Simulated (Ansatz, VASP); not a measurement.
CuO: VASP beside Ansatz

```xyz
4
Lattice="2.3418 -1.7113 0.0000 2.3418 1.7113 0.0000 -0.8500 0.0000 5.0579" Properties=species:S:1:pos:R:3 pbc="T T T"
Cu    0.7459   -0.8557    2.5289
Cu    1.1709    0.8557    0.0000
O     1.7043    0.2793    3.7934
O     2.1293   -0.2793    1.2645
```

Alike in both runs: functional PBEsol; k mesh 10 × 10 × 5; occupations fermi-dirac, width 0.05 eV; no spin polarisation; Hubbard terms Cu d U = 8.0 eV.

|  | VASP | Ansatz |
| --- | --- | --- |
| version | VASP 6.6.1 | Ansatz 0.2.0 |
| potentials or method | VASP PAW PBE potentials, release 64 (Cu, O) | Ansatz PAW |
| plane-wave cutoff (eV) | 520 | 420 |
| valence electrons in the cell | 34 | 50 |
| task | single point | band structure |

Ansatz gave:

```
gap on the k mesh at the Fermi level (eV)                     : none
pressure (GPa)                                                : 1.8
traceless stress, the component that is largest in VASP (GPa) : 0.64
rms of the force components (eV/Å)                            : 0.065
```

**Question.** Which values does VASP return?

**Answer.** gap on the k mesh at the Fermi level (eV): none; pressure (GPa): -8.6; traceless stress, the component that is largest in VASP (GPa): 2.69; rms of the force components (eV/Å): 0.115.

VASP's potentials were made for PBE, not for PBEsol. The programs project onto different local orbitals, so the same U acts differently, and such runs can settle in different states. Atom by atom the forces differ by 0.050 eV/Å (rms over components). A gap of «none» marks a metal or a gap that the smearing closes. VASP's potentials hold 34 valence electrons a cell and Ansatz's 50, so a difference there can come from the potentials and not from the codes.
